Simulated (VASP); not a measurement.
A run of VASP 6.6.1:

INCAR

```
ALGO = Fast ; EDIFF = 1E-6
EDIFFG = -0.01 ; ENCUT = 600
GGA = PE ; IBRION = 2
ISIF = 3 ; ISMEAR = 0
LASPH = T ; LCHARG = F
LREAL = F ; LWAVE = F
NELM = 80 ; NSW = 100
PREC = Accurate ; SIGMA = 0.1
```

KPOINTS

```
k-points
0
Gamma
  14 14 14
```

Contents of POSCAR:

```
Sr
1.0
   -2.1176775116      2.1176775116      3.0718024463
    2.1176775116     -2.1176775116      3.0718024463
    2.1176775116      2.1176775116     -3.0718024463
Sr
1
Direct
    0.5000000000      0.5000000000      0.0000000000
```

Potentials or basis: VASP PAW PBE potentials, release 64 (Sr_sv).

Launch:

```console
$ cat potpaw_PBE.64/Sr_sv/POTCAR > POTCAR
$ mpirun -np 1 vasp_std > vasp.out
```

Hardware: 1 thread of Oxide Virtual Turin-like Processor, on a shared host.

Problem. Estimate the wall time of this run.

Solution. Run time: 11 min on 1 thread of Oxide Virtual Turin-like Processor, with other jobs on the host, peak memory 0.3 GiB. Counts: scf iterations 49, k points 244, ion steps 6.
